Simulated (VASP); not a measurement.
The system is In.

```
In
1.0
     3.33139    0.00000    0.00000
    -1.66570    2.88507    0.00000
     0.00000    0.00000    5.44017
In
2
Cartesian
  0.0000 1.9234 1.3600
  1.6657 0.9617 4.0801
```

* Program: VASP 6.6.1
* Task: relaxation of cell and atoms
* Functional: PBE
* Potentials or basis: VASP PAW PBE potentials, release 64 (In_d)
* Cutoff: 600 eV
* k mesh: 11 × 11 × 6
* Occupations: fermi-dirac, width 0.1 eV
* Spin: no spin polarisation

At the start: pressure 2.2 GPa; volume 26.14 Å³/atom.

Q: How do energy, volume and symmetry change on relaxing?

A: Over 6 steps the energy falls by 10.1 meV/atom and the volume is 27.69 Å³/atom (+5.9 %); space group P6_3/mmc (No. 194, to 0.05 Å).

The path:
```
step  energy change (eV)  largest force (eV/Å)  pressure (GPa)  volume (Å³)
   1              0.0000                0.0000            2.23        52.29
   2             -0.0201                0.0000            0.14        55.09
   3             -0.0202                0.0000            0.03        55.32
   4             -0.0202                0.0000           -0.04        55.38
   5             -0.0203                0.0000           -0.04        55.38
   6             -0.0203                0.0000           -0.04        55.38
```

Final structure:
```
In
1.0
     3.40246    0.00000    0.00000
    -1.70123    2.94662    0.00000
     0.00000    0.00000    5.52335
In
2
Direct
  0.33333 0.66667 0.25000
  0.66667 0.33333 0.75000
```
